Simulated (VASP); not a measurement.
NdZrS2: single point with PBE

Crystal: NdZrS2.

```
Nd Zr S
1.0
     1.73518   -6.59565    0.00000
     1.73518    6.59565    0.00000
     0.00000    0.00000    6.93561
Nd Zr S
2 2 4
Direct
  0.47723 0.52277 0.25000
  0.52277 0.47723 0.75000
  0.73337 0.26663 0.25000
  0.26663 0.73337 0.75000
  0.12879 0.87121 0.02532
  0.87121 0.12879 0.52532
  0.87121 0.12879 0.97468
  0.12879 0.87121 0.47468
```

The cell was generated, and may not be a known phase.

- Program: VASP 6.6.1
- Task: single point
- Functional: PBE
- Potentials or basis: VASP PAW PBE potentials, release 64 (Nd_3, Zr_sv, S), 4f in core
- Cutoff: 500 eV
- k mesh: 10 × 10 × 6
- Occupations: gaussian, width 0.1 eV
- Spin: no spin polarisation
- Dipole correction: no
- Further INCAR settings: ALGO = Normal; EDIFF = 1e-06; NBANDS = 45

```yaml
Pressure: 0.0 GPa
Largest_force: 0.012 eV/Å
Band_gap_on_the_k_mesh: zero (bands 35 and 36 overlap by 1.06 eV)
```

Forces in eV/Å, atoms in the order of the input:
```
Nd   0.000  0.000  0.000
Nd   0.000  0.000  0.000
Zr   0.000  0.004  0.000
Zr   0.000 -0.004  0.000
S    0.000  0.012  0.002
S    0.000 -0.012  0.002
S    0.000 -0.012 -0.002
S    0.000  0.012 -0.002
```

Levels at points of the mesh, in eV from the Fermi level:
| k point | band 32 | band 33 | band 34 | band 35 | band 36 | band 37 | band 38 | band 39 |
| --- | --- | --- | --- | --- | --- | --- | --- | --- |
| (0.00, 0.00, 0.00) | -2.80 | -1.80 | -1.28 | -1.25 | -0.41 | 0.06 | 1.06 | 1.54 |
| (0.50, 0.00, 0.00) | -3.08 | -1.69 | -0.86 | -0.23 | 1.03 | 1.20 | 1.30 | 1.45 |
| (0.50, 0.50, 0.00) | -2.56 | -2.15 | -1.27 | -1.15 | -0.11 | 0.41 | 0.57 | 0.86 |
| (0.00, 0.00, 0.50) | -3.24 | -0.78 | -0.78 | -0.46 | -0.46 | 0.32 | 0.32 | 1.42 |
| (0.50, 0.00, 0.50) | -3.46 | -0.58 | -0.58 | 0.25 | 0.25 | 1.18 | 1.18 | 1.70 |
| (0.50, 0.50, 0.50) | -3.26 | -1.31 | -1.31 | -0.23 | -0.23 | 1.32 | 1.32 | 1.55 |

It took 32 min on 1 thread of Intel(R) Xeon(R) Platinum 8488C (Sapphire Rapids), on a shared host, peak memory 0.87 GiB.

Caveat: spin-orbit coupling is left out, which moves the levels of the heavy elements; the 4f electrons are frozen in the core, so they carry no moment and show no levels; the run has no spin polarisation, though such a crystal can be magnetic. Spin polarisation is off, so any magnetic state and its effect on volume and gap are missing.
